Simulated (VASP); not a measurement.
# MoS2 (P6_3/mmc) in VASP: a series of runs, part 2 of 2

VASP 6.6.1.

## (3) Single point, PBE+D3(BJ)

This run uses another cell than the first one, of 17.31 Å³/atom.

Contents of INCAR:

```
SYSTEM = MoS2
  PREC = Accurate
  ENCUT = 500
  EDIFF = 1E-6
  ISMEAR = 0
  SIGMA = 0.02
  LREAL = .FALSE.
  LASPH = .TRUE.
  NELM = 120
  ALGO = Normal
  ISIF = 2
  LWAVE = .FALSE.
  LCHARG = .FALSE.
  GGA = PE
  IVDW = 12
  NBANDS = 35
  GGA_COMPAT = .FALSE.
```

Contents of KPOINTS:

```
Automatic mesh
0
G
  12 12 4
  0 0 0
```

Contents of POSCAR:

```
MoS2
1.0
    3.1492939733      0.0000000000      0.0000000000
   -1.5746469867      2.7273685849      0.0000000000
    0.0000000000      0.0000000000     12.0891101624
Mo S
2 4
Direct
    0.3333333333      0.6666666667      0.2500000000
    0.6666666667      0.3333333333      0.7500000000
    0.3333333333      0.6666666667      0.6204763292
    0.6666666667      0.3333333333      0.1204763292
    0.3333333333      0.6666666667      0.8795236708
    0.6666666667      0.3333333333      0.3795236708
```

Potentials or basis: VASP PAW PBE potentials, release 64 (Mo_sv, S).

Launch:

```
> cat potpaw_PBE.64/Mo_sv/POTCAR potpaw_PBE.64/S/POTCAR > POTCAR
> mpirun -np 1 vasp_std > vasp.out
```

OUTCAR:

```text
SYSTEM = MoS2
   PREC = Accurate
   ENCUT = 500
   EDIFF = 1E-6
   ISMEAR = 0
   LREAL = .FALSE.
   LASPH = .TRUE.
   NELM = 120
   ISIF = 2
   GGA = PE
   IVDW = 12
 IVDW          = 12

 ion  position               nearest neighbor table
   1  0.333  0.667  0.250-   4 2.40   6 2.40   4 2.40   6 2.40   4 2.40   6 2.40
   2  0.667  0.333  0.750-   3 2.40   5 2.40   3 2.40   5 2.40   3 2.40   5 2.40
   3  0.333  0.667  0.620-   2 2.40   2 2.40   2 2.40
   4  0.667  0.333  0.120-   1 2.40   1 2.40   1 2.40
   5  0.333  0.667  0.880-   2 2.40   2 2.40   2 2.40
   6  0.667  0.333  0.380-   1 2.40   1 2.40   1 2.40

  LATTYP: Found a hexagonal cell.
 ALAT       =     3.1492939733
 C/A-ratio  =     3.8386731327

  Lattice vectors:

 A1 = (   3.1492939733,   0.0000000000,   0.0000000000)
 A2 = (  -1.5746469867,   2.7273685849,   0.0000000000)
 A3 = (   0.0000000000,   0.0000000000,  12.0891101624)

Analysis of symmetry for initial positions (statically):
=====================================================================
 Subroutine PRICEL returns:
 Original cell was already a primitive cell.

 Routine SETGRP: Setting up the symmetry group for a
 hexagonal supercell.

 Subroutine GETGRP returns: Found 24 space group operations
[... 182 lines left out ...]

 k-point     1 :       0.0000    0.0000    0.0000
  band No.  band energies     occupation
      1     -53.5896      2.00000
      2     -53.5896      2.00000
      3     -27.7534      2.00000
      4     -27.7533      2.00000
      5     -27.5118      2.00000
      6     -27.5118      2.00000
[... 901 lines left out ...]
     34      11.5371      0.00000
     35      14.5179      0.00000

 [... further k-points ...]

------------------------ aborting loop because EDIFF is reached ----------------------------------------

 Edisp (eV)   -2.62533

 E8    (eV) :    -1.0586

  FORCE on cell =-STRESS in cart. coord.  units (eV):
  Direction    XX          YY          ZZ          XY          YZ          ZX
  --------------------------------------------------------------------------------------
  -------------------------------------------------------------------------------------
  Total      -0.08194    -0.08194    -0.12119     0.00000     0.00000     0.00000
  in kB      -1.26431    -1.26431    -1.86997     0.00000     0.00000     0.00000
  external pressure =       -1.47 kB  Pullay stress =        0.00 kB

 VOLUME and BASIS-vectors are now :
 -----------------------------------------------------------------------------
  energy-cutoff  :      500.00
  volume of cell :      103.84
      direct lattice vectors                 reciprocal lattice vectors
     3.149293973  0.000000000  0.000000000     0.317531488  0.183326890  0.000000000
    -1.574646987  2.727368585  0.000000000     0.000000000  0.366653780  0.000000000
     0.000000000  0.000000000 12.089110162     0.000000000  0.000000000  0.082719074

 POSITION                                       TOTAL-FORCE (eV/Angst)
 -----------------------------------------------------------------------------------
     -0.00000      1.81825      3.02228        -0.000000      0.000000     -0.000000
      1.57465      0.90912      9.06683         0.000000     -0.000000     -0.000000
     -0.00000      1.81825      7.50101        -0.000000      0.000000      0.013415
      1.57465      0.90912      1.45645         0.000000     -0.000000      0.013415
     -0.00000      1.81825     10.63266         0.000000      0.000000     -0.013415
      1.57465      0.90912      4.58810         0.000000     -0.000000     -0.013415
 -----------------------------------------------------------------------------------
    total drift:                                0.000000     -0.000000      0.000000

  FREE ENERGIE OF THE ION-ELECTRON SYSTEM (eV)
  ---------------------------------------------------
  free  energy   TOTEN  =       -46.1699920099 eV

  energy  without entropy=      -46.1699920099  energy(sigma->0) =      -46.16999201
```

stdout:

```text
POSCAR found type information on POSCAR MoS
 POSCAR found :  2 types and       6 ions
 scaLAPACK will be used
 LDA part: xc-table for (Slater+PW92), standard interpolation
 POSCAR, INCAR and KPOINTS ok, starting setup
 FFT: planning ... GRIDC
 FFT: planning ... GRID_SOFT
 FFT: planning ... GRID
 WAVECAR not read
 entering main loop
```

Wall time 6.5 min (1 thread of Intel Xeon 8259CL, shared host); peak memory 0.32 GiB.

Results:

```yaml
Free_energy: -46.1700 eV
Pressure: -0.1 GPa
Largest_force: 0.013 eV/Å
Band_gap_on_the_k_mesh: 0.80 eV (least direct gap 1.70 eV)
Dispersion_energy_per_atom: -0.438 eV
```

Forces in eV/Å, atoms in the order of the input:
```
Mo   0.000  0.000  0.000
Mo   0.000  0.000  0.000
S    0.000  0.000  0.013
S    0.000  0.000  0.013
S    0.000  0.000 -0.013
S    0.000  0.000 -0.013
```

Levels at points of the mesh, in eV from the valence-band top:
```csv
k point,band 24,band 25,band 26,band 27,band 28,band 29
"(0.00, 0.00, 0.00)",-1.27,-1.11,0.00,2.09,2.09,2.13
"(0.50, 0.00, 0.00)",-1.52,-1.49,-1.33,1.62,1.68,1.99
"(0.00, 0.00, 0.50)",-2.18,-0.26,-0.26,2.10,2.10,2.10
"(0.50, 0.00, 0.50)",-1.65,-1.40,-1.40,1.65,1.65,2.17
```

## (4) How close it comes

Step 3. Against the measured gap of MoS2, 1.3 eV (indirect; 300 K; “Multiwavelength excitation Raman Scattering Analysis of bulk and 2 dimensional MoS2: Vibrational properties of atomically thin MoS2 layers”, 2015, arxiv:1506.03228), the calculated 0.80 eV is off by -0.50 eV. Spin-orbit coupling on Mo is left out. The value is that of PBE+D3(BJ) on a finite k mesh, which can miss the band edges, without temperature or zero-point motion. Semilocal functionals fall short of measured gaps as a rule.
